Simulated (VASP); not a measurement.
# Eu: single point with PBEsol+U

Eu:

```xyz
2
Lattice="0.0000 4.6100 0.0000 4.6100 0.0000 0.0000 4.6100 4.6100 -4.6100" Properties=species:S:1:pos:R:3 pbc="T T T"
Eu    0.0000    0.0000    0.0000
Eu    2.3050    2.3050   -2.3050
```

```json
{"Program": "VASP 6.6.1", "Task": "single point", "Functional": "PBEsol", "Potentials or basis": "VASP PAW PBE potentials, release 64 (Eu)", "Cutoff": "520 eV", "k mesh": "4 × 4 × 4", "Occupations": "gaussian, width 0.05 eV", "Spin": "collinear spin, antiferromagnetic start", "Starting moments": "[7.0, -7.0] μB", "Hubbard terms": "Eu f U = 5.0 eV", "Dipole correction": "no", "Further INCAR settings": "ALGO = Normal; EDIFF = 1e-06; NBANDS = 28"}
```

| Item | Value |
| --- | --- |
| Pressure | -1.5 GPa |
| Band gap on the k mesh | zero (filled and empty bands overlap) |
| Net moment | 0.00 μB per cell |
| Site moments | Eu +6.77, -6.77 μB |
| Valence electrons inside the program's atomic spheres | Eu 14.80 |

Levels at points of the mesh, in eV from the Fermi level:
Spin up:
```
           k point  band 13  band 14  band 15  band 16  band 17  band 18  band 19  band 20  band 21  band 22
(0.00, 0.00, 0.00)    -1.68    -1.67    -1.67    -1.67    -0.51    -0.51     2.16     2.16     2.16     3.81
(0.50, 0.00, 0.00)    -1.67    -1.65    -1.65    -1.32    -1.20     0.73     0.73     0.91     0.91     3.26
(0.00, 0.00, 0.50)    -1.68    -1.68    -1.65    -1.65    -1.61     0.71     1.39     1.85     1.85     2.45
(0.50, 0.50, 0.50)    -1.65    -1.65    -1.65     0.29     0.29     0.29     0.44     0.44     0.44     3.03
```
Spin down:
```tsv
k point	band 13	band 14	band 15	band 16	band 17	band 18	band 19	band 20	band 21	band 22
(0.00, 0.00, 0.00)	-1.68	-1.67	-1.67	-1.67	-0.51	-0.51	2.16	2.16	2.16	3.81
(0.50, 0.00, 0.00)	-1.67	-1.65	-1.65	-1.32	-1.20	0.73	0.73	0.91	0.91	3.26
(0.00, 0.00, 0.50)	-1.68	-1.68	-1.65	-1.65	-1.61	0.71	1.39	1.85	1.85	2.45
(0.50, 0.50, 0.50)	-1.65	-1.65	-1.65	0.29	0.29	0.29	0.44	0.44	0.44	3.03
```

Eigenvalues of the final occupation matrices:
```csv
site,spin,trace,eigenvalues
site 1 f,1,6.83,0.97 0.97 0.97 0.98 0.98 0.98 0.98
site 1 f,2,0.00,0.00 0.00 0.00 0.00 0.00 0.00 0.00
site 2 f,1,0.00,0.00 0.00 0.00 0.00 0.00 0.00 0.00
site 2 f,2,6.83,0.97 0.97 0.97 0.98 0.98 0.98 0.98
```

Wall time 62 s on 1 thread of Intel(R) Xeon(R) 6975P-C (Granite Rapids), with other jobs on the host, peak memory 0.34 GiB.

Caveat: the k points lie up to 0.48 Å⁻¹ apart; the PAW data sets were made with another functional, which shifts forces and pressure a little; spin-orbit coupling is left out, which moves the levels of the heavy elements. The state reached can hang on the start; a lower one may exist.
